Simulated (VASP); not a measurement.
Write the native input for VASP 6.6.1 that does the following.

* Task: single point
* Functional: PBE
* Potentials or basis: VASP PAW PBE potentials, release 64 (Sb, Mn_pv)
* Cutoff: 520 eV
* k mesh: 7 × 7 × 7
* Occupations: fermi-dirac, width 0.05 eV
* Spin: collinear spin, ferromagnetic start
* Starting moments: [0.0, 2.0] μB
* Fixed moment: 2 μB
* Dipole correction: no
* Further INCAR settings: ALGO = Normal; EDIFF = 1e-06; NBANDS = 20

The structure of MnSb lies in POSCAR:

```
MnSb
1.0
    0.0000000000      2.7950160000      2.7950160000
    2.7950160000      0.0000000000      2.7950160000
    2.7950160000      2.7950160000      0.0000000000
Sb Mn
1 1
Direct
    0.5000000000      0.5000000000      0.5000000000
    0.0000000000      0.0000000000      0.0000000000
```

The input as run:

INCAR

```
ALGO = Normal
EDIFF = 1E-6
ENCUT = 520
GGA = PE
ISIF = 2
ISMEAR = -1
ISPIN = 2
LASPH = T
LCHARG = F
LMAXMIX = 4
LORBIT = 11
LREAL = F
LWAVE = F
MAGMOM = 0 2
NBANDS = 20
NELM = 150
NUPDOWN = 2.0
PREC = Accurate
SIGMA = 0.05
```

KPOINTS

```
k-points
0
Gamma
  7 7 7
```

Potentials or basis: VASP PAW PBE potentials, release 64 (Sb, Mn_pv).

Run with:

```sh
$ cat potpaw_PBE.64/Sb/POTCAR potpaw_PBE.64/Mn_pv/POTCAR > POTCAR
$ mpirun -np 1 vasp_std > vasp.out
```

Results of the run:

* Pressure: -9.4 GPa
* Net moment: 2.00 μB per cell
* Site moments: Sb -0.20; Mn +2.33 μB
* Valence electrons inside the program's atomic spheres: Sb 2.42; Mn 11.54

Caveat: the total moment is fixed, so each spin has its own Fermi level; a cell with one magnetic atom can't hold antiferromagnetic order, which such compounds often take.

Run time: 50 s on 1 thread of Intel(R) Xeon(R) Platinum 8375C CPU @ 2.90GHz (Ice Lake) (shared host), peak memory 0.2 GiB.
